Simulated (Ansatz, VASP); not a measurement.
## GaN: VASP beside Ansatz

```
CELL_PARAMETERS angstrom
0.00000 2.29193 2.29193
2.29193 0.00000 2.29193
2.29193 2.29193 0.00000
ATOMIC_POSITIONS crystal
Ga 0.00000 0.00000 0.00000
N 0.75000 0.75000 0.75000
```

Alike in both runs: functional RPBE; k mesh 7 × 7 × 7; no spin polarisation.

Ansatz relaxed the structure, and its values are those at the end. VASP's run is a single point on that final structure, the one shown.

|  | VASP | Ansatz |
| --- | --- | --- |
| version | VASP 6.6.1 | Ansatz 0.2.0 |
| potentials or method | VASP PAW PBE potentials, release 64 (Ga_d, N), cutoff 520 eV | plane waves, PAW |
| occupations | gaussian, width 0.01 eV | fixed |
| valence electrons in the cell | 18 | 18 |

```csv
,VASP,Ansatz,Ansatz less VASP
pressure (GPa),-0.1,0.0,+0.07
```

VASP's potentials were made for PBE, not for RPBE.
